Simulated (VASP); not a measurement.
# CdS (I-4m2) in VASP: single point with r2SCAN

Aim: the single point of CdS with r2SCAN.

Everything below comes from runs of VASP 6.6.1. Logs are shortened: lines on timing, memory, paths and dates and some standing lists are left out, and cuts for length are marked.

**1. The cell of the first run**

The structure is tetragonal, space group I-4m2 (No. 119). The conventional cell has a = 4.157 Å, b = 4.157 Å, c = 6.065 Å, α = 90.00°, β = 90.00°, γ = 90.00°. Cd (site symmetry -4m2) has 4 S at 2.57 Å within 3.4 Å. Within 3.4 Å of S (site symmetry -4m2) lie 4 Cd at 2.57 Å.

**2. Single point, r2SCAN (uniaxial x strain +3.2%)**

The input, POSCAR:

```
CdS
1.0
    0.0000000000      2.9392148426      2.9392148426
    3.0323879531      0.0000000000      2.9392148426
    3.0323879531      2.9392148426      0.0000000000
Cd S
1 1
Direct
    0.0000000000      0.0000000000      0.0000000000
    0.2500000000      0.2500000000      0.2500000000
```

The input, INCAR.step1:

```
SYSTEM = CdS
ALGO = Normal ; EDIFF = 1E-5
ENCUT = 700 ; GGA = PE
GGA_COMPAT = .FALSE. ; ISMEAR = 0
LASPH = .TRUE. ; LCHARG = .FALSE.
LREAL = .FALSE. ; LWAVE = .TRUE.
NBANDS = 20 ; NELM = 120
PREC = Accurate ; SIGMA = 0.01
```

The input, INCAR.step2:

```
SYSTEM = CdS
ALGO = Normal ; EDIFF = 1E-6
ENCUT = 700 ; GGA_COMPAT = .FALSE.
ISIF = 2 ; ISMEAR = 0
ISTART = 1 ; LASPH = .TRUE.
LCHARG = .FALSE. ; LMIXTAU = .TRUE.
LREAL = .FALSE. ; LWAVE = .FALSE.
METAGGA = R2SCAN ; NBANDS = 20
NELM = 120 ; PREC = Accurate
SIGMA = 0.01
```

The input, KPOINTS:

```
k-points
0
G
  8 8 8
  0 0 0
```

Potentials or basis: VASP PAW PBE potentials, release 64 (Cd_sv_GW, S).

Run with:

```console
cat potpaw_PBE.64/Cd_sv_GW/POTCAR potpaw_PBE.64/S/POTCAR > POTCAR
cp INCAR.step1 INCAR
mpirun -np 1 vasp_std > vasp.out
cp INCAR.step2 INCAR
mpirun -np 1 vasp_std > vasp.out
```

OUTCAR:

```text
SYSTEM = CdS
   EDIFF = 1E-6
   ENCUT = 700
   ISIF = 2
   ISMEAR = 0
   ISTART = 1
   LASPH = .TRUE.
   LREAL = .FALSE.
   METAGGA = R2SCAN
   NELM = 120
   PREC = Accurate

 ion  position               nearest neighbor table
   1  0.000  0.000  0.000-   2 2.57   2 2.57   2 2.57   2 2.57
   2  0.250  0.250  0.250-   1 2.57   1 2.57   1 2.57   1 2.57

  LATTYP: Found a body centered tetragonal cell.
 ALAT       =     4.1566774931
 C/A-ratio  =     1.4590441323

  Lattice vectors:

 A1 = (   3.0323879531,   0.0000000000,   2.9392148426)
 A2 = (   3.0323879531,   0.0000000000,  -2.9392148426)
 A3 = (  -3.0323879531,   2.9392148426,   0.0000000000)

Analysis of symmetry for initial positions (statically):
=====================================================================
 Subroutine PRICEL returns:
 Original cell was already a primitive cell.

 Routine SETGRP: Setting up the symmetry group for a
 body centered tetragonal supercell.

 Subroutine GETGRP returns: Found  8 space group operations
 (whereof  8 operations were pure point group operations)
 out of a pool of 16 trial point group operations.

The static configuration has the point symmetry D_2d.

Analysis of symmetry for dynamics (positions and initial velocities):
=====================================================================
 Subroutine PRICEL returns:
 Original cell was already a primitive cell.

 Routine SETGRP: Setting up the symmetry group for a
 body centered tetragonal supercell.

 Subroutine GETGRP returns: Found  8 space group operations
 (whereof  8 operations were pure point group operations)
 out of a pool of 16 trial point group operations.

The dynamic configuration has the point symmetry D_2d.

 Subroutine INISYM returns: Found  8 space group operations
 (whereof  8 operations are pure point group operations),
 and found     1 'primitive' translations

----------------------------------------------------------------------------------------

                                     Primitive cell

  volume of cell :      52.3935

  direct lattice vectors                    reciprocal lattice vectors
     0.000000000  2.939214843  2.939214843    -0.164886554  0.170113458  0.170113458
     3.032387953  0.000000000  2.939214843     0.164886554 -0.170113458  0.170113458
     3.032387953  2.939214843  0.000000000     0.164886554  0.170113458 -0.170113458

[... 71 lines left out ...]
   NGX,Y,Z   is equivalent  to a cutoff of  14.40, 14.17, 14.17 a.u.
   NGXF,Y,Z  is equivalent  to a cutoff of  28.80, 28.34, 28.34 a.u.
 SYSTEM =  CdS
   PREC   = accura    normal or accurate (medium, high low for compatibility)
   ISTART =      1    job   : 0-new  1-cont  2-samecut
   ICHARG =      0    charge: 1-file 2-atom 10-const
   ISPIN  =      1    spin polarized calculation?
   LNONCOLLINEAR =      F non collinear calculations
   LSORBIT =      F    spin-orbit coupling
   LASPH  =      T    aspherical Exc in radial PAW
   ENCUT  =  700.0 eV  51.45 Ry    7.17 a.u.   8.97  9.11  9.11*2*pi/ulx,y,z
   NELM   =    120;   NELMIN=  2; NELMDL=  0     # of ELM steps
   EDIFF  = 0.1E-05   stopping-criterion for ELM
   LREAL  =      F    real-space projection
[... 7 lines left out ...]
   TEBEG  =    0.0;   TEEND  =   0.0 temperature during run
   PSTRESS=    0.0 pullay stress
   NELECT =      26.0000    total number of electrons
   NUPDOWN=      -1.0000    fix difference up-down
   EMIN   =  10.00;   EMAX   =-10.00  energy-range for DOS
   EFERMI =   0.00;   METHOD = LEGACY
   ISMEAR =     0;   SIGMA  =   0.01  broadening in eV -4-tet -1-fermi 0-gaus
   EFERMI_NEDOS =   21; number of points for ismear=-14 and -15
   IALGO  =     38    algorithm
   IMIX   =      4    mixing-type and parameters
     AMIX     =   0.40;   BMIX     =  1.00
     AMIX_MAG =   1.60;   BMIX_MAG =  1.00
  volume/ion in A,a.u.               =      26.20       176.78
  Fermi-wavevector in a.u.,A,eV,Ry     =   1.296105  2.449283 22.856261  1.679888
  Thomas-Fermi vector in A             =   2.427582
   LORBIT       =      0    0 simple, 1 ext, 2 COOP (PROOUT), +10 PAW based schemes
   METAGGA = R2SCAN    functional components
   LHFCALC =     F    Hartree Fock is set to
   AEXX    =    0.0000 exact exchange contribution
   IVDW    =     0    specifies the selected vdW correction
   LEPSILON=     F    determine dielectric tensor
   LRPA    =     F    only Hartree local field effects (RPA)
 non-spin polarized calculation
 Gauss-broadening in eV      SIGMA  =   0.01
  energy-cutoff  :      700.00
  volume of cell :       52.39
 maximum number of plane-waves:      2232
   NGX = 17   NGY = 19   NGZ = 19

 number of electron      25.9999995 magnetization

 Free energy of the ion-electron system (eV)
  ---------------------------------------------------
  ext. energy  EPLUGINS =         0.00000000
  ---------------------------------------------------
  free energy    TOTEN  =       -29.73737934 eV

  energy without entropy =      -29.73737934  energy(sigma->0) =      -29.73737934

 E-fermi :   2.1481     XC(G=0):  -9.5816

 val. band max:        2.0804875788   @ k =   0.0000   0.0000   0.0000
 cond. band min:       3.5166955378   @ k =   0.0000   0.0000   0.0000
 fundamental gap:      1.4362079590
 Fermi energy:         2.1480765795

 k-point     1 :       0.0000    0.0000    0.0000
  band No.  band energies     occupation
      1    -101.9796      2.00000
      2     -62.1411      2.00000
      3     -62.1411      2.00000
      4     -62.1328      2.00000
      5     -10.4803      2.00000
      6      -5.7786      2.00000
[... 541 lines left out ...]
     19      14.0656      0.00000
     20      14.5988      0.00000

 [... further k-points ...]

------------------------ aborting loop because EDIFF is reached ----------------------------------------

  FORCE on cell =-STRESS in cart. coord.  units (eV):
  Direction    XX          YY          ZZ          XY          YZ          ZX
  --------------------------------------------------------------------------------------
  -------------------------------------------------------------------------------------
  Total       -0.7753578     -0.5505490     -0.5505490      0.0000000      0.0000000     -0.0000000
  in kB      -23.7102069    -16.8356209    -16.8356209      0.0000000      0.0000000     -0.0000000
  external PRESSURE =     -19.1271496 kB  Pullay stress =       0.0000000 kB

 VOLUME and BASIS-vectors are now :
 -----------------------------------------------------------------------------
  energy-cutoff  :      700.00
  volume of cell :       52.39
      direct lattice vectors                 reciprocal lattice vectors
     0.000000000  2.939214843  2.939214843    -0.164886554  0.170113458  0.170113458
     3.032387953  0.000000000  2.939214843     0.164886554 -0.170113458  0.170113458
     3.032387953  2.939214843  0.000000000     0.164886554  0.170113458 -0.170113458

 POSITION                                       TOTAL-FORCE (eV/Angst)
 -----------------------------------------------------------------------------------
      0.00000      0.00000      0.00000        -0.000000     -0.000000     -0.000000
      1.51619      1.46961      1.46961         0.000000      0.000000      0.000000
 -----------------------------------------------------------------------------------
    total drift:                                0.000000     -0.000000     -0.000000

  FREE ENERGIE OF THE ION-ELECTRON SYSTEM (eV)
  ---------------------------------------------------
  free  energy   TOTEN  =       -29.7373793402 eV

  energy  without entropy=      -29.7373793402  energy(sigma->0) =      -29.73737934
```

Wall time 4.3 min (1 thread of Intel Xeon Platinum 8259CL at 2.50GHz (Skylake/Cascade Lake), shared host); peak memory 0.29 GiB.

What came out:

* Free energy: -29.7374 eV
* Pressure: -1.9 GPa
* Band gap on the k mesh: 1.44 eV

Caveat: the cell differs from its parent crystal (uniaxial x strain +3.2%); the structure was generated, so it needn't be the stable form of CdS; the PAW data sets were made with another functional, which shifts forces and pressure a little.
